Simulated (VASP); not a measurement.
Wanted: the native input for a VASP 6.6.1 run.

```yaml
Task: single point
Functional: PBE
Potentials_or_basis: VASP PAW PBE potentials, release 64 (Pr_3, Pb_d), 4f in core
Cutoff: 400 eV
k_mesh: 6 × 6 × 6
Occupations: gaussian, width 0.1 eV
Spin: no spin polarisation
Dipole_correction: no
k_mesh_for_the_DOS: 9 × 9 × 9
Occupations_for_the_DOS: tetrahedron
Further_INCAR_settings: ALGO = Normal; EDIFF = 1e-06; NBANDS = 50
```

Crystal: PrPb5.

```
Pr Pb
1.0
     5.65485    0.00000    0.00000
    -2.82742    4.89724    0.00000
     0.00000    0.00000    6.83380
Pr Pb
1 5
Direct
  0.00000 0.00000 0.50000
  0.33333 0.66667 0.75689
  0.66667 0.33333 0.75689
  0.66667 0.33333 0.24311
  0.33333 0.66667 0.24311
  0.00000 0.00000 0.00000
```

These files were run (other wordings do the same):

POSCAR

```
PrPb5
1.0
    5.6548476927      0.0000000000      0.0000000000
   -2.8274238464      4.8972417564      0.0000000000
    0.0000000000      0.0000000000      6.8338011655
Pr Pb
1 5
Direct
    0.0000000000      0.0000000000      0.5000000000
    0.3333333333      0.6666666667      0.7568869714
    0.6666666667      0.3333333333      0.7568869714
    0.6666666667      0.3333333333      0.2431130286
    0.3333333333      0.6666666667      0.2431130286
    0.0000000000      0.0000000000      0.0000000000
```

INCAR.step1

```
ALGO = Normal
EDIFF = 1E-6
ENCUT = 400
GGA = PE
GGA_COMPAT = F
ISIF = 2
ISMEAR = 0
LASPH = T
LCHARG = T
LMAXMIX = 6
LORBIT = 11
LREAL = F
LWAVE = F
NBANDS = 50
NEDOS = 2001
NELM = 200
PREC = Accurate
SIGMA = 0.1
```

KPOINTS.step1

```
k-points
0
Gamma
  6 6 6
```

INCAR.step2

```
ALGO = Normal
EDIFF = 1E-6
ENCUT = 400
GGA = PE
GGA_COMPAT = F
ICHARG = 11
ISIF = 2
ISMEAR = -5
LASPH = T
LCHARG = F
LMAXMIX = 6
LORBIT = 11
LREAL = F
LWAVE = F
NBANDS = 50
NEDOS = 1001
NELM = 200
PREC = Accurate
SIGMA = 0.1
```

KPOINTS.step2

```
k-points
0
Gamma
  9 9 9
```

Potentials or basis: VASP PAW PBE potentials, release 64 (Pr_3, Pb_d), 4f in core.

Launch:

```console
$ cat potpaw_PBE.64/Pr_3/POTCAR potpaw_PBE.64/Pb_d/POTCAR > POTCAR
$ cp INCAR.step1 INCAR
$ cp KPOINTS.step1 KPOINTS
$ mpirun -np 1 vasp_std > vasp.out
$ cp INCAR.step2 INCAR
$ cp KPOINTS.step2 KPOINTS
$ mpirun -np 1 vasp_std > vasp.out
```

Results of the run:

```yaml
Valence_electrons_inside_the_program's_atomic_spheres: Pr 8.63; Pb 11.99, 11.95 (each value once)
```

Run time: 3.1 min on 1 thread of Intel(R) Xeon(R) 6975P-C (Granite Rapids), with other jobs on the host, peak memory 0.44 GiB.
